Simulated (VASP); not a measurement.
Set up this calculation in VASP 6.6.1, as the native input.

* Task: relaxation of cell and atoms
* Functional: LDA
* Potentials or basis: VASP PAW LDA potentials, release 64 (Mg)
* Cutoff: 600 eV
* k mesh: 18 × 18 × 10
* Occupations: gaussian, width 0.1 eV
* Spin: no spin polarisation
* Target pressure: 100 GPa
* Dipole correction: no
* Further INCAR settings: ALGO = Normal; EDIFF = 1e-06; IBRION = 2; EDIFFG = -0.004; NSW = 70; ISIF = 3

The structure of Mg lies in POSCAR:

```
Mg
1.0
    2.5036239518      0.0000000000      0.0000000000
   -1.2518119759      2.1682019437      0.0000000000
    0.0000000000      0.0000000000      4.0534554793
Mg
2
Direct
    0.3333333333      0.6666666667      0.2500000000
    0.6666666667      0.3333333333      0.7500000000
```

The input as run:

INCAR

```
PREC = Accurate
ENCUT = 600
EDIFF = 1E-6
ISMEAR = 0
SIGMA = 0.1
LREAL = False
LASPH = True
NELM = 60
ALGO = Normal
ISIF = 3
LWAVE = False
LCHARG = False
IBRION = 2
NSW = 70
EDIFFG = -0.004
PSTRESS = 1000.0
```

KPOINTS

```
Automatic mesh
0
Gamma
  18 18 10
```

Potentials or basis: VASP PAW LDA potentials, release 64 (Mg).

Launch:

```console
$ cat potpaw_LDA.64/Mg/POTCAR > POTCAR
$ mpirun -np 1 vasp_std > vasp.out
```

It gave:

- Relaxed volume: 11.06 Å³/atom
- Relaxed cell: a = 2.508 Å, b = 2.508 Å, c = 4.061 Å, α = 90.00°, β = 90.00°, γ = 120.00°
- Space group after relaxing (to 0.05 Å): P6_3/mmc (No. 194)
- Energy change on relaxing (the enthalpy is what falls): -36.7 meV/atom
- Ionic steps: 3
- Pressure after relaxing: 100.0 GPa
- Band gap on the k mesh: zero (band 2 reaches 8.70 eV, above the bottom of band 3 at 6.46 eV)

Caveat: the cell is relaxed towards a set pressure, so the enthalpy falls and the energy may rise.

Run time: 16 s on 1 thread of Intel(R) Xeon(R) 6975P-C (Granite Rapids), with other jobs on the host, peak memory 0.16 GiB.
